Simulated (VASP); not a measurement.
# CaF2 in VASP: single point with PBEsol

Aim: the single point of CaF2 with PBEsol.

Everything below comes from runs of VASP 6.6.1. Logs are shortened: lines on timing, memory, paths and dates and some standing lists are left out, and cuts for length are marked.

## (1) The cell of the first run

The cell holds a slab with vacuum, 30 atoms: a = 3.833 Å, b = 9.389 Å, c = 24.959 Å, α = 90.00°, β = 90.00°, γ = 90.00°.

## (2) Single point, PBEsol

Input file INCAR:

```
PREC = Accurate ; ENCUT = 520
EDIFF = 1E-6 ; ISMEAR = 0
SIGMA = 0.05 ; LREAL = False
LASPH = True ; NELM = 120
ALGO = Normal ; ISIF = 2
LWAVE = False ; LCHARG = False
LDIPOL = True ; IDIPOL = 3
DIPOL = 0.5 0.5 0.500 ; GGA = PS
NBANDS = 141 ; GGA_COMPAT = False
NELMDL = -8 ; KPAR = 4
```

Input file KPOINTS:

```
Automatic mesh
0
Gamma
  7 3 1
```

Input file POSCAR:

```
CaF2
1.0
    3.8330589184      0.0000000000      0.0000000000
    0.0000000000      9.3890385042      0.0000000000
    0.0000000000      0.0000000000     24.9585791927
Ca F
10 20
Direct
    0.5000000000      0.6666666667      0.3004978746
    0.0000000000      0.3333333333      0.3448316802
    0.5000000000      0.0000000000      0.3891654859
    0.0000000000      0.6666666667      0.4334992915
    0.5000000000      0.3333333333      0.4778330972
    0.0000000000      0.0000000000      0.5221669028
    0.5000000000      0.6666666667      0.5665007085
    0.0000000000      0.3333333333      0.6108345141
    0.5000000000      0.0000000000      0.6551683198
    0.0000000000      0.6666666667      0.6995021254
    0.5000000000      0.4166666667      0.3004978746
    0.5000000000      0.9166666667      0.3004978746
    0.0000000000      0.0833333333      0.3448316802
    0.0000000000      0.5833333333      0.3448316802
    0.5000000000      0.7500000000      0.3891654859
    0.5000000000      0.2500000000      0.3891654859
    0.0000000000      0.4166666667      0.4334992915
    0.0000000000      0.9166666667      0.4334992915
    0.5000000000      0.0833333333      0.4778330972
    0.5000000000      0.5833333333      0.4778330972
    0.0000000000      0.7500000000      0.5221669028
    0.0000000000      0.2500000000      0.5221669028
    0.5000000000      0.4166666667      0.5665007085
    0.5000000000      0.9166666667      0.5665007085
    0.0000000000      0.0833333333      0.6108345141
    0.0000000000      0.5833333333      0.6108345141
    0.5000000000      0.7500000000      0.6551683198
    0.5000000000      0.2500000000      0.6551683198
    0.0000000000      0.4166666667      0.6995021254
    0.0000000000      0.9166666667      0.6995021254
```

Potentials or basis: VASP PAW PBE potentials, release 64 (Ca_sv, F).

Started as:

```sh
$ cat potpaw_PBE.64/Ca_sv/POTCAR potpaw_PBE.64/F/POTCAR > POTCAR
$ mpirun -np 4 vasp_std > vasp.out
```

OUTCAR:

```text
PREC = Accurate
   ENCUT = 520
   EDIFF = 1E-6
   ISMEAR = 0
   LREAL = False
   LASPH = True
   NELM = 120
   ISIF = 2
   GGA = PS
   NELMDL = -8

 ion  position               nearest neighbor table
   1  0.500  0.667  0.300-  14 2.35  14 2.35  15 2.35  12 2.35  11 2.35
   2  0.000  0.333  0.345-  11 2.35  11 2.35  14 2.35  13 2.35  17 2.35  16 2.35  16 2.35
   3  0.500  0.000  0.389-  18 2.35  18 2.35  19 2.35  12 2.35  16 2.35  15 2.35  13 2.35  13 2.35

   4  0.000  0.667  0.433-  15 2.35  15 2.35  21 2.35  17 2.35  18 2.35  14 2.35  20 2.35  20 2.35

   5  0.500  0.333  0.478-  22 2.35  22 2.35  16 2.35  19 2.35  20 2.35  23 2.35  17 2.35  17 2.35

   6  0.000  0.000  0.522-  19 2.35  19 2.35  25 2.35  18 2.35  21 2.35  22 2.35  24 2.35  24 2.35

   7  0.500  0.667  0.567-  26 2.35  26 2.35  27 2.35  24 2.35  23 2.35  20 2.35  21 2.35  21 2.35

   8  0.000  0.333  0.611-  23 2.35  23 2.35  22 2.35  26 2.35  25 2.35  29 2.35  28 2.35  28 2.35

   9  0.500  0.000  0.655-  30 2.35  30 2.35  24 2.35  27 2.35  28 2.35  25 2.35  25 2.35
  10  0.000  0.667  0.700-  27 2.35  27 2.35  30 2.35  29 2.35  26 2.35
  11  0.500  0.417  0.300-   2 2.35   2 2.35   1 2.35
  12  0.500  0.917  0.300-   3 2.35   1 2.35
  13  0.000  0.083  0.345-   2 2.35   3 2.35   3 2.35
  14  0.000  0.583  0.345-   1 2.35   1 2.35   2 2.35   4 2.35
  15  0.500  0.750  0.389-   4 2.35   4 2.35   1 2.35   3 2.35
  16  0.500  0.250  0.389-   5 2.35   3 2.35   2 2.35   2 2.35
  17  0.000  0.417  0.433-   4 2.35   2 2.35   5 2.35   5 2.35
  18  0.000  0.917  0.433-   3 2.35   3 2.35   6 2.35   4 2.35
  19  0.500  0.083  0.478-   6 2.35   6 2.35   3 2.35   5 2.35
  20  0.500  0.583  0.478-   5 2.35   7 2.35   4 2.35   4 2.35
  21  0.000  0.750  0.522-   4 2.35   6 2.35   7 2.35   7 2.35
  22  0.000  0.250  0.522-   5 2.35   5 2.35   8 2.35   6 2.35
  23  0.500  0.417  0.567-   8 2.35   8 2.35   7 2.35   5 2.35
  24  0.500  0.917  0.567-   9 2.35   7 2.35   6 2.35   6 2.35
  25  0.000  0.083  0.611-   6 2.35   8 2.35   9 2.35   9 2.35
  26  0.000  0.583  0.611-   7 2.35   7 2.35   8 2.35  10 2.35
  27  0.500  0.750  0.655-  10 2.35  10 2.35   7 2.35   9 2.35
  28  0.500  0.250  0.655-   9 2.35   8 2.35   8 2.35
  29  0.000  0.417  0.700-  10 2.35   8 2.35
  30  0.000  0.917  0.700-   9 2.35   9 2.35  10 2.35

  LATTYP: Found a simple orthorhombic cell.
 ALAT       =     3.8330589184
 B/A-ratio  =     2.4494897428
 C/A-ratio  =     6.5113998308

  Lattice vectors:

 A1 = (   3.8330589184,   0.0000000000,   0.0000000000)
 A2 = (   0.0000000000,   9.3890385042,   0.0000000000)
 A3 = (   0.0000000000,   0.0000000000,  24.9585791927)

Analysis of symmetry for initial positions (statically):
=====================================================================
 Subroutine PRICEL returns:
 Original cell was already a primitive cell.

 Routine SETGRP: Setting up the symmetry group for a
 simple orthorhombic supercell.

 Subroutine GETGRP returns: Found  4 space group operations
 (whereof  2 operations were pure point group operations)
 out of a pool of  8 trial point group operations.

The static configuration has the point symmetry C_1h.
 The point group associated with its full space group is C_2h.

Analysis of symmetry for dynamics (positions and initial velocities):
=====================================================================
 Subroutine PRICEL returns:
 Original cell was already a primitive cell.

 Routine SETGRP: Setting up the symmetry group for a
 simple orthorhombic supercell.

 Subroutine GETGRP returns: Found  4 space group operations
 (whereof  2 operations were pure point group operations)
 out of a pool of  8 trial point group operations.

The dynamic configuration has the point symmetry C_1h.
 The point group associated with its full space group is C_2h.

 Subroutine INISYM returns: Found  4 space group operations
 (whereof  2 operations are pure point group operations),
 and found     1 'primitive' translations

----------------------------------------------------------------------------------------

                                     Primitive cell

  volume of cell :     898.2278

  direct lattice vectors                    reciprocal lattice vectors
     3.833058918  0.000000000  0.000000000     0.260888241  0.000000000  0.000000000
     0.000000000  9.389038504  0.000000000     0.000000000  0.106507179  0.000000000
     0.000000000  0.000000000 24.958579193     0.000000000  0.000000000  0.040066383

  length of vectors
[... 79 lines left out ...]
     0.000000000  0.035502393  0.000000000     0.000000000  0.333333333  0.000000000
     0.000000000  0.000000000  0.040066383     0.000000000  0.000000000  1.000000000

  Length of vectors
     0.037269749  0.035502393  0.040066383

  Shift w.r.t. Gamma in fractional coordinates (k-lattice)
     0.000000000  0.000000000  0.000000000

 Subroutine IBZKPT returns following result:
 ===========================================

 Found      8 irreducible k-points:

 Following reciprocal coordinates:
            Coordinates               Weight
  0.000000  0.000000  0.000000      1.000000
  0.142857  0.000000  0.000000      2.000000
  0.285714  0.000000  0.000000      2.000000
  0.428571  0.000000  0.000000      2.000000
  0.000000  0.333333  0.000000      2.000000
  0.142857  0.333333  0.000000      4.000000
  0.285714  0.333333  0.000000      4.000000
  0.428571  0.333333  0.000000      4.000000
   k-points           NKPTS =      8   k-points in BZ     NKDIM =      8   number of bands    NBANDS=    141
   number of dos      NEDOS =    301   number of ions     NIONS =     30
   total plane-waves  NPLWV = 403200
   dimension x,y,z NGX =    30 NGY =   70 NGZ =  192
   dimension x,y,z NGXF=    60 NGYF=  140 NGZF=  384
   ions per type =              10  20
   NGX,Y,Z   is equivalent  to a cutoff of  13.01, 12.39, 12.79 a.u.
   NGXF,Y,Z  is equivalent  to a cutoff of  26.02, 24.79, 25.58 a.u.
 SYSTEM =  unknown system
   PREC   = accura    normal or accurate (medium, high low for compatibility)
   ISTART =      0    job   : 0-new  1-cont  2-samecut
   ICHARG =      2    charge: 1-file 2-atom 10-const
   ISPIN  =      1    spin polarized calculation?
   LNONCOLLINEAR =      F non collinear calculations
   LSORBIT =      F    spin-orbit coupling
   LASPH  =      T    aspherical Exc in radial PAW
   ENCUT  =  520.0 eV  38.22 Ry    6.18 a.u.   7.13 17.46 46.41*2*pi/ulx,y,z
   NELM   =    120;   NELMIN=  2; NELMDL= -8     # of ELM steps
   EDIFF  = 0.1E-05   stopping-criterion for ELM
   LREAL  =      F    real-space projection
   EDIFFG = 0.1E-04   stopping-criterion for IOM
   NSW    =      0    number of steps for IOM
   IBRION =     -1    ionic relax: 0-MD 1-quasi-New 2-CG
   NFREE  =      0    steps in history (QN), initial steepest desc. (CG)
   ISIF   =      2    stress and relaxation
   ISYM   =      2    0-nonsym 1-usesym 2-fastsym
   POTIM  = 0.5000    time-step for ionic-motion
   TEBEG  =    0.0;   TEEND  =   0.0 temperature during run
   PSTRESS=    0.0 pullay stress
   NELECT =     240.0000    total number of electrons
   NUPDOWN=      -1.0000    fix difference up-down
   EMIN   =  10.00;   EMAX   =-10.00  energy-range for DOS
   EFERMI =   0.00;   METHOD = LEGACY
   ISMEAR =     0;   SIGMA  =   0.05  broadening in eV -4-tet -1-fermi 0-gaus
   EFERMI_NEDOS =   21; number of points for ismear=-14 and -15
   IALGO  =     38    algorithm
   IMIX   =      4    mixing-type and parameters
     AMIX     =   0.40;   BMIX     =  1.00
     AMIX_MAG =   1.60;   BMIX_MAG =  1.00
  volume/ion in A,a.u.               =      29.94       202.05
  Fermi-wavevector in a.u.,A,eV,Ry     =   1.054427  1.992578 15.127172  1.111816
  Thomas-Fermi vector in A             =   2.189586
   LORBIT       =      0    0 simple, 1 ext, 2 COOP (PROOUT), +10 PAW based schemes
   GGA     = PS    functional components
   LHFCALC =     F    Hartree Fock is set to
   AEXX    =    0.0000 exact exchange contribution
   IVDW    =     0    specifies the selected vdW correction
   LEPSILON=     F    determine dielectric tensor
   LRPA    =     F    only Hartree local field effects (RPA)
 non-spin polarized calculation
 Gauss-broadening in eV      SIGMA  =   0.05
  energy-cutoff  :      520.00
  volume of cell :      898.23
 maximum number of plane-waves:     24266
 NGX is ok and might be reduce to    30
   NGX = 15   NGY = 35   NGZ = 93

 number of electron     240.0000140 magnetization

 dipolmoment           0.000000      0.000000     -0.000004 electrons x Angstroem

 Free energy of the ion-electron system (eV)
  ---------------------------------------------------
  ext. energy  EPLUGINS =         0.00000000
  ---------------------------------------------------
  free energy    TOTEN  =      -173.18775234 eV

  energy without entropy =     -173.18775234  energy(sigma->0) =     -173.18775234

 E-fermi :  -2.4009     XC(G=0):  -4.9416

 val. band max:       -2.6838838983   @ k =   0.4286   0.3333   0.0000
 cond. band min:       0.4182081023   @ k =   0.0000   0.0000   0.0000
 fundamental gap:      3.1020920006
 Fermi energy:        -2.4009203543

 k-point     1 :       0.0000    0.0000    0.0000
  band No.  band energies     occupation
      1     -42.1855      2.00000
      2     -42.1855      2.00000
      3     -40.2760      2.00000
      4     -40.2760      2.00000
      5     -40.0753      2.00000
      6     -40.0621      2.00000
[... 1069 lines left out ...]
    131       4.0651      0.00000
    132       4.1100      0.00000
 [bands above 132 left out]

------------------------ aborting loop because EDIFF is reached ----------------------------------------

 vacuum level on the upper side and lower side of the slab       (xc-potential included)        -0.082        -0.083

  FORCE on cell =-STRESS in cart. coord.  units (eV):
  Direction    XX          YY          ZZ          XY          YZ          ZX
  --------------------------------------------------------------------------------------
  -------------------------------------------------------------------------------------
  Total        0.2852562    -14.2364023     -4.3262917      0.0000000      1.2727405      0.0000000
  in kB        0.5088141    -25.3936050     -7.7168473      0.0000000      2.2701993      0.0000000
  external PRESSURE =     -10.8672127 kB  Pullay stress =       0.0000000 kB

 VOLUME and BASIS-vectors are now :
 -----------------------------------------------------------------------------
  energy-cutoff  :      520.00
  volume of cell :      898.23
      direct lattice vectors                 reciprocal lattice vectors
     3.833058918  0.000000000  0.000000000     0.260888241  0.000000000  0.000000000
     0.000000000  9.389038504  0.000000000     0.000000000  0.106507179  0.000000000
     0.000000000  0.000000000 24.958579193     0.000000000  0.000000000  0.040066383

 POSITION                                       TOTAL-FORCE (eV/Angst)
 -----------------------------------------------------------------------------------
      1.91653      6.25936      7.50000         0.000000      1.118708      2.017640
      0.00000      3.12968      8.60651         0.000000     -1.340369      0.549987
      1.91653      0.00000      9.71302         0.000000      0.337279     -1.252416
      0.00000      6.25936     10.81953         0.000000      0.295522      0.433157
      1.91653      3.12968     11.92604         0.000000     -0.264938      0.166098
      0.00000      0.00000     13.03254         0.000000      0.264938     -0.166098
[... 22 lines left out ...]
      0.00000      3.91210     17.45858         0.000000      2.135246      0.347283
      0.00000      8.60662     17.45858         0.000000     -0.638575      0.471259
 -----------------------------------------------------------------------------------
    total drift:                                0.000000     -0.000259     -0.000474

  FREE ENERGIE OF THE ION-ELECTRON SYSTEM (eV)
  ---------------------------------------------------
  free  energy   TOTEN  =      -173.1877523402 eV

  energy  without entropy=     -173.1877523402  energy(sigma->0) =     -173.18775234

 vacuum level on the upper side and lower side of the slab         2.382         2.382
```

It took 20 min on 4 MPI ranks of Intel Xeon Platinum 8375C at 2.90GHz (Ice Lake), shared host; peak memory 1.2 GiB.

Results:

```
Free energy            : -173.1878 eV
Largest force          : 2.307 eV/Å
Band gap on the k mesh : 3.10 eV (least direct gap 3.17 eV)
```

Forces on the atoms (eV/Å):
```
Ca   0.000  1.119  2.018
Ca   0.000 -1.340  0.550
Ca   0.000  0.337 -1.252
Ca   0.000  0.296  0.433
Ca   0.000 -0.265  0.166
Ca   0.000  0.265 -0.166
Ca   0.000 -0.296 -0.433
Ca   0.000 -0.337  1.252
Ca   0.000  1.340 -0.550
Ca   0.000 -1.119 -2.018
F    0.000  0.639 -0.471
F    0.000 -2.135 -0.347
F    0.000  0.889  0.427
F    0.000  0.607 -1.147
F    0.000 -0.633 -0.370
F    0.000  0.469  0.012
F    0.000  0.171 -0.264
F    0.000 -0.312  0.235
F    0.000  0.003  0.154
F    0.000  0.087 -0.056
F    0.000 -0.087  0.056
F    0.000 -0.003 -0.154
F    0.000  0.312 -0.235
F    0.000 -0.171  0.264
F    0.000 -0.469 -0.012
F    0.000  0.633  0.370
F    0.000 -0.607  1.147
F    0.000 -0.889 -0.427
F    0.000  2.135  0.347
F    0.000 -0.639  0.471
```

Caveat: the PAW data sets were made with another functional, which shifts forces and pressure a little.
